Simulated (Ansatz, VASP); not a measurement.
Two plane-wave programs on CdO2

The input INCAR:

```
SYSTEM = CdO2
ALGO = Normal
EDIFF = 1E-6
ENCUT = 700
GGA = PS
GGA_COMPAT = .False.
ISIF = 2
ISMEAR = -1
LASPH = .True.
LCHARG = .False.
LREAL = .False.
LWAVE = .False.
NBANDS = 23
NELM = 120
PREC = Accurate
SIGMA = 0.1
```

File KPOINTS:

```
k-points
0
Gamma
  8 8 6
  0 0 0
```

The input POSCAR:

```
CdO2
1.0
    3.4762300000      0.0000000000      0.0000000000
   -1.7381100000      3.0105000000      0.0000000000
    0.0000000000      0.0000000000      4.1480800000
Cd O
1 2
Direct
    0.0000000000      0.0000000000      0.0000000000
    0.6666666667      0.3333333333      0.7557800000
    0.3333333333      0.6666666667      0.2442200000
```

Input for Ansatz:

```yaml
crystal:
  lattice:
    - [3.47623, 0.0, 0.0]
    - [-1.73811, 3.0105, 0.0]
    - [0.0, 0.0, 4.14808]
  atoms:
    - { symbol: Cd, position: [0.0, 0.0, 0.0] }
    - { symbol: O, position: [0.6666666666666666, 0.3333333333333333, 0.75578] }
    - { symbol: O, position: [0.3333333333333333, 0.6666666666666666, 0.24422] }
kpoints:
  mp_grid:
    grid: [8, 8, 6]
hamiltonian:
  xc: pbesol
scf:
  convergence:
    dr2_threshold: 1.0e-08
  occupations:
    method: fermi_dirac
output:
  forces: true
  stress: true
```

Alike in both runs: task single point; functional PBEsol; k mesh 8 × 8 × 6; no spin polarisation.

```csv
,VASP,Ansatz
version,VASP 6.6.1,Ansatz 0.2.0
potentials or method,"VASP PAW PBE potentials, release 64 (Cd_sv_GW, O)","plane waves, PAW"
plane-wave cutoff (eV),700,420
occupations,"fermi-dirac, width 0.1 eV",fermi-dirac
valence electrons in the cell,32,32
```

```tsv
	VASP	Ansatz	Ansatz less VASP
pressure (GPa)	-10.3	-10.2	+0.12
traceless stress, the component that is largest in VASP (GPa)	1.43	1.55	+0.119
rms of the force components (eV/Å)	0.159	0.164	+0.0047
```

VASP's potentials were made for PBE, not for PBEsol. Atom by atom the forces differ by 0.005 eV/Å (rms over components). Ansatz's warnings: stress scf threshold loose.
